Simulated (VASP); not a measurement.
Set up this calculation in VASP 6.6.1, as the native input.

```yaml
Task: single point
Functional: PBEsol
Potentials_or_basis: VASP PAW PBE potentials, release 64 (Mg, O)
Cutoff: 520 eV
k_mesh: 10 × 10 × 10
Occupations: gaussian, width 0.05 eV
Spin: no spin polarisation
Dipole_correction: no
Further_INCAR_settings: ALGO = Normal; EDIFF = 1e-06; NBANDS = 11
```

The structure of MgO lies in POSCAR:

```
MgO
1.0
    0.8348700175      2.6238771979      2.6238771979
    2.6238771979      0.8348700175      2.6238771979
    2.6238771979      2.6238771979      0.8348700175
Mg O
1 1
Direct
    0.0000000000      0.0000000000      0.0000000000
    0.5000000000      0.5000000000      0.5000000000
```

This cell differs from its parent crystal: ratio of the length along [111] to the lengths across it x 1.7, volume and fractional coordinates fixed.

The input as run:

INCAR

```
SYSTEM = MgO
ALGO = Normal ; EDIFF = 1E-6
ENCUT = 520 ; GGA = PS
ISIF = 2 ; ISMEAR = 0
LASPH = .True. ; LCHARG = .False.
LREAL = .False. ; LWAVE = .False.
NBANDS = 11 ; NELM = 80
PREC = Accurate ; SIGMA = 0.05
```

KPOINTS

```
k-points
0
Gamma
  10 10 10
  0 0 0
```

Potentials or basis: VASP PAW PBE potentials, release 64 (Mg, O).

The run is started by

```console
$ cat potpaw_PBE.64/Mg/POTCAR potpaw_PBE.64/O/POTCAR > POTCAR
$ mpirun -np 1 vasp_std > vasp.out
```

It gave:

| Property | Result |
| --- | --- |
| Pressure | 12.5 GPa |
| Band gap on the k mesh | zero (band 4 reaches 5.69 eV, above the bottom of band 5 at 5.15 eV) |

Caveat: the PAW data sets were made with another functional, which shifts forces and pressure a little.

Wall time 42 s on 1 thread of Intel(R) Xeon(R) Platinum 8259CL CPU @ 2.50GHz (Skylake/Cascade Lake), with other jobs on the host, peak memory 0.17 GiB.
